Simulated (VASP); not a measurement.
# CdS (Imm2) in VASP: notebook, part 2 of 2

VASP 6.6.1.

**4. Single point, PBE (all Cd atoms moved +0.175 Å, as atom 1 along Cartesian [0 1 0])**

INCAR reads:

```
SYSTEM = CdS
ALGO = Normal ; EDIFF = 1E-6
ENCUT = 520 ; GGA = PE
ISIF = 2 ; ISMEAR = 0
LASPH = .TRUE. ; LCHARG = .TRUE.
LELF = .TRUE. ; LREAL = .FALSE.
LVHAR = .TRUE. ; LWAVE = .FALSE.
NBANDS = 16 ; NELM = 100
PREC = Accurate ; SIGMA = 0.05
```

KPOINTS reads:

```
k-points
0
G
  8 8 8
  0 0 0
```

POSCAR reads:

```
CdS
1.0
    0.0000000000      2.9100000000      2.9100000000
    2.9100000000      0.0000000000      2.9100000000
    2.9100000000      2.9100000000      0.0000000000
Cd S
1 1
Direct
    0.0300687285     -0.0300687285      0.0300687285
    0.7500000000      0.7500000000      0.7500000000
```

Potentials or basis: VASP PAW PBE potentials, release 64 (Cd, S).

Command:

```console
> cat potpaw_PBE.64/Cd/POTCAR potpaw_PBE.64/S/POTCAR > POTCAR
> mpirun -np 1 vasp_std > vasp.out
```

OUTCAR:

```text
SYSTEM = CdS
   EDIFF = 1E-6
   ENCUT = 520
   GGA = PE
   ISIF = 2
   ISMEAR = 0
   LASPH = .TRUE.
   LREAL = .FALSE.
   NELM = 100
   PREC = Accurate

 ion  position               nearest neighbor table
   1  0.030  0.970  0.030-   2 2.42   2 2.42   2 2.63   2 2.63
   2  0.750  0.750  0.750-   1 2.42   1 2.42   1 2.63   1 2.63

  LATTYP: Found a face centered cubic cell.
 ALAT       =     5.8200000000

  Lattice vectors:

 A1 = (   0.0000000000,   2.9100000000,   2.9100000000)
 A2 = (   2.9100000000,   0.0000000000,   2.9100000000)
 A3 = (   2.9100000000,   2.9100000000,   0.0000000000)

Analysis of symmetry for initial positions (statically):
=====================================================================
 Subroutine PRICEL returns:
 Original cell was already a primitive cell.

 Routine SETGRP: Setting up the symmetry group for a
 face centered cubic supercell.

 Subroutine GETGRP returns: Found  4 space group operations
 (whereof  4 operations were pure point group operations)
 out of a pool of 48 trial point group operations.

The static configuration has the point symmetry C_2v.

Analysis of symmetry for dynamics (positions and initial velocities):
=====================================================================
 Subroutine PRICEL returns:
 Original cell was already a primitive cell.

 Routine SETGRP: Setting up the symmetry group for a
 face centered cubic supercell.

 Subroutine GETGRP returns: Found  4 space group operations
 (whereof  4 operations were pure point group operations)
 out of a pool of 48 trial point group operations.

The dynamic configuration has the point symmetry C_2v.

 Subroutine INISYM returns: Found  4 space group operations
 (whereof  4 operations are pure point group operations),
 and found     1 'primitive' translations

----------------------------------------------------------------------------------------

                                     Primitive cell

  volume of cell :      49.2843

  direct lattice vectors                    reciprocal lattice vectors
     0.000000000  2.910000000  2.910000000    -0.171821306  0.171821306  0.171821306
     2.910000000  0.000000000  2.910000000     0.171821306 -0.171821306  0.171821306
     2.910000000  2.910000000  0.000000000     0.171821306  0.171821306 -0.171821306

  length of vectors
     4.115361467  4.115361467  4.115361467     0.297603232  0.297603232  0.297603232

  position of ions in fractional coordinates (direct lattice)
     0.030068728  0.969931272  0.030068728
     0.750000000  0.750000000  0.750000000

  ion indices of the primitive-cell ions
   primitive index   ion index
                 1           1
                 2           2

----------------------------------------------------------------------------------------

 KPOINTS: k-points

Automatic generation of k-mesh.
 Grid dimensions read from file:
 generate k-points for:    8    8    8

 Generating k-lattice:

  Cartesian coordinates                     Fractional coordinates (reciprocal lattice)
    -0.021477663  0.021477663  0.021477663     0.125000000  0.000000000  0.000000000
     0.021477663 -0.021477663  0.021477663     0.000000000  0.125000000  0.000000000
     0.021477663  0.021477663 -0.021477663     0.000000000  0.000000000  0.125000000

  Length of vectors
     0.037200404  0.037200404  0.037200404

  Shift w.r.t. Gamma in fractional coordinates (k-lattice)
     0.000000000  0.000000000  0.000000000

 Subroutine IBZKPT returns following result:
 ===========================================

 Found     95 irreducible k-points:

 Following reciprocal coordinates:
            Coordinates               Weight
  0.000000  0.000000  0.000000      1.000000
  0.125000  0.000000  0.000000      4.000000
  0.000000  0.125000  0.000000      4.000000
  0.250000  0.000000  0.000000      4.000000
  0.000000  0.250000  0.000000      4.000000
  0.375000  0.000000  0.000000      4.000000
[... 16 lines left out ...]
  0.500000  0.375000  0.500000      4.000000
 -0.375000  0.125000  0.000000      8.000000
 [... further k-points ...]
   k-points           NKPTS =     95   k-points in BZ     NKDIM =     95   number of bands    NBANDS=     16
   number of dos      NEDOS =    301   number of ions     NIONS =      2
   total plane-waves  NPLWV =  32768
   dimension x,y,z NGX =    32 NGY =   32 NGZ =   32
   dimension x,y,z NGXF=    64 NGYF=   64 NGZF=   64
   ions per type =               1   1
   NGX,Y,Z   is equivalent  to a cutoff of  12.93, 12.93, 12.93 a.u.
   NGXF,Y,Z  is equivalent  to a cutoff of  25.85, 25.85, 25.85 a.u.
 SYSTEM =  CdS
   PREC   = accura    normal or accurate (medium, high low for compatibility)
   ISTART =      0    job   : 0-new  1-cont  2-samecut
   ICHARG =      2    charge: 1-file 2-atom 10-const
   ISPIN  =      1    spin polarized calculation?
   LNONCOLLINEAR =      F non collinear calculations
   LSORBIT =      F    spin-orbit coupling
   LASPH  =      T    aspherical Exc in radial PAW
   ENCUT  =  520.0 eV  38.22 Ry    6.18 a.u.   7.65  7.65  7.65*2*pi/ulx,y,z
   NELM   =    100;   NELMIN=  2; NELMDL= -5     # of ELM steps
   EDIFF  = 0.1E-05   stopping-criterion for ELM
   LREAL  =      F    real-space projection
   EDIFFG = 0.1E-04   stopping-criterion for IOM
   NSW    =      0    number of steps for IOM
   IBRION =     -1    ionic relax: 0-MD 1-quasi-New 2-CG
   NFREE  =      0    steps in history (QN), initial steepest desc. (CG)
   ISIF   =      2    stress and relaxation
   ISYM   =      2    0-nonsym 1-usesym 2-fastsym
   POTIM  = 0.5000    time-step for ionic-motion
   TEBEG  =    0.0;   TEEND  =   0.0 temperature during run
   PSTRESS=    0.0 pullay stress
   NELECT =      18.0000    total number of electrons
   NUPDOWN=      -1.0000    fix difference up-down
   EMIN   =  10.00;   EMAX   =-10.00  energy-range for DOS
   EFERMI =   0.00;   METHOD = LEGACY
   ISMEAR =     0;   SIGMA  =   0.05  broadening in eV -4-tet -1-fermi 0-gaus
   EFERMI_NEDOS =   21; number of points for ismear=-14 and -15
   IALGO  =     38    algorithm
   IMIX   =      4    mixing-type and parameters
     AMIX     =   0.40;   BMIX     =  1.00
     AMIX_MAG =   1.60;   BMIX_MAG =  1.00
  volume/ion in A,a.u.               =      24.64       166.29
  Fermi-wavevector in a.u.,A,eV,Ry     =   1.170207  2.211371 18.631605  1.369384
  Thomas-Fermi vector in A             =   2.306669
   LORBIT       =      0    0 simple, 1 ext, 2 COOP (PROOUT), +10 PAW based schemes
   GGA     = PE    functional components
   LHFCALC =     F    Hartree Fock is set to
   AEXX    =    0.0000 exact exchange contribution
   IVDW    =     0    specifies the selected vdW correction
   LEPSILON=     F    determine dielectric tensor
   LRPA    =     F    only Hartree local field effects (RPA)
 non-spin polarized calculation
 Gauss-broadening in eV      SIGMA  =   0.05
  energy-cutoff  :      520.00
  volume of cell :       49.28
 maximum number of plane-waves:      1363
   NGX = 15   NGY = 15   NGZ = 15

 number of electron      18.0000003 magnetization

 Free energy of the ion-electron system (eV)
  ---------------------------------------------------
  ext. energy  EPLUGINS =         0.00000000
  ---------------------------------------------------
  free energy    TOTEN  =        -6.03276235 eV

  energy without entropy =       -6.03276235  energy(sigma->0) =       -6.03276235

 E-fermi :   1.6045     XC(G=0):  -9.1805

 val. band max:        1.3994997639   @ k =   0.0000   0.0000   0.0000
 cond. band min:       2.5714627937   @ k =   0.0000   0.0000   0.0000
 fundamental gap:      1.1719630298
 Fermi energy:         1.6044899440

 k-point     1 :       0.0000    0.0000    0.0000
  band No.  band energies     occupation
      1     -11.0826      2.00000
      2      -6.5437      2.00000
      3      -6.4057      2.00000
      4      -6.2949      2.00000
      5      -5.9330      2.00000
      6      -5.9205      2.00000
[... 8 lines left out ...]
     15      12.8065      0.00000
     16      12.8719      0.00000

 k-point     2 :       0.1250    0.0000    0.0000
  band No.  band energies     occupation
      1     -11.0154      2.00000
      2      -6.5109      2.00000
      3      -6.3519      2.00000
      4      -6.2739      2.00000
      5      -5.9350      2.00000
      6      -5.9248      2.00000
[... 8 lines left out ...]
     15      12.2316      0.00000
     16      13.3760      0.00000
[... 387 lines left out ...]
      5      -5.8984      2.00000
      6      -5.4987      2.00000
[... 8 lines left out ...]
     15      13.7278      0.00000
     16      14.0759      0.00000

 k-point    24 :      -0.3750    0.1250    0.0000
  band No.  band energies     occupation
      1     -10.6290      2.00000
      2      -6.2857      2.00000
      3      -6.2003      2.00000
      4      -5.9438      2.00000
      5      -5.9070      2.00000
      6      -5.6248      2.00000
[... 8 lines left out ...]
     15      13.1221      0.00000
     16      14.2176      0.00000

 [... further k-points ...]
[... 5 lines left out ...]
  --------------------------------------------------------------------------------------
  -------------------------------------------------------------------------------------
  Total        1.4722361      1.1496943      1.4722361      0.0000000      0.0000000     -1.3265416
  in kB       47.8607049     37.3752422     47.8607049      0.0000000      0.0000000    -43.1243439
  external PRESSURE =      44.3655507 kB  Pullay stress =       0.0000000 kB

 VOLUME and BASIS-vectors are now :
 -----------------------------------------------------------------------------
  energy-cutoff  :      520.00
  volume of cell :       49.28
      direct lattice vectors                 reciprocal lattice vectors
     0.000000000  2.910000000  2.910000000    -0.171821306  0.171821306  0.171821306
     2.910000000  0.000000000  2.910000000     0.171821306 -0.171821306  0.171821306
     2.910000000  2.910000000  0.000000000     0.171821306  0.171821306 -0.171821306

 POSITION                                       TOTAL-FORCE (eV/Angst)
 -----------------------------------------------------------------------------------
      2.91000      0.17500      2.91000         0.000000     -0.919996      0.000000
      4.36500      4.36500      4.36500        -0.000000      0.919996     -0.000000
 -----------------------------------------------------------------------------------
    total drift:                                0.000000      0.000251      0.000000

  FREE ENERGIE OF THE ION-ELECTRON SYSTEM (eV)
  ---------------------------------------------------
  free  energy   TOTEN  =        -6.0327623465 eV

  energy  without entropy=       -6.0327623465  energy(sigma->0) =       -6.03276235
```

OSZICAR:

```text
N       E                     dE             d eps       ncg     rms          rms(c)
DAV:   1     0.109928777698E+03    0.10993E+03   -0.88746E+03  3040   0.102E+03
DAV:   2    -0.227924790301E+01   -0.11221E+03   -0.10626E+03  3752   0.255E+02
DAV:   3    -0.656495355271E+01   -0.42857E+01   -0.42785E+01  3736   0.518E+01
DAV:   4    -0.659140376724E+01   -0.26450E-01   -0.26448E-01  3912   0.402E+00
DAV:   5    -0.659175823300E+01   -0.35447E-03   -0.35446E-03  3712   0.438E-01    0.853E+00
DAV:   6    -0.605312277267E+01    0.53864E+00   -0.85608E-01  4616   0.119E+01    0.675E+00
DAV:   7    -0.603249260476E+01    0.20630E-01   -0.21036E-01  3952   0.316E+00    0.324E+00
DAV:   8    -0.603268726618E+01   -0.19466E-03   -0.19843E-02  3680   0.180E+00    0.325E-01
DAV:   9    -0.603257418091E+01    0.11309E-03   -0.23051E-03  3792   0.725E-01    0.604E-02
DAV:  10    -0.603268738108E+01   -0.11320E-03   -0.25756E-04  3936   0.171E-01    0.658E-02
DAV:  11    -0.603276882096E+01   -0.81440E-04   -0.13018E-04  3680   0.920E-02    0.229E-02
DAV:  12    -0.603276137829E+01    0.74427E-05   -0.25358E-05  4152   0.668E-02    0.106E-02
DAV:  13    -0.603276267634E+01   -0.12981E-05   -0.42792E-06  3536   0.131E-02    0.127E-02
DAV:  14    -0.603276234654E+01    0.32980E-06   -0.38167E-07  2944   0.359E-03
   1 F= -.60327623E+01 E0= -.60327623E+01  d E =-.290230E-11
```

stdout:

```text
POSCAR found type information on POSCAR CdS
 POSCAR found :  2 types and       2 ions
 scaLAPACK will be used
 LDA part: xc-table for (Slater+PW92), standard interpolation
 POSCAR, INCAR and KPOINTS ok, starting setup
 FFT: planning ... GRIDC
 FFT: planning ... GRID_SOFT
 FFT: planning ... GRID
 WAVECAR not read
 entering main loop
```

It took 44 s on 1 thread of AMD EPYC 9R45 (Zen 5), shared host; peak memory 0.19 GiB.

What came out:

```
Free energy            : -6.0328 eV
Pressure               : 4.4 GPa
Largest force          : 0.920 eV/Å
Band gap on the k mesh : 1.17 eV, direct
```

Forces on the atoms (eV/Å):
```
Cd   0.000 -0.920  0.000
S    0.000  0.920  0.000
```

Stress tensor (GPa, compression positive):
```
 4.79  0.00 -4.31
 0.00  3.74  0.00
-4.31  0.00  4.79
```

Caveat: the cell differs from its parent crystal (all Cd atoms moved +0.175 Å, as atom 1 along Cartesian [0 1 0]).
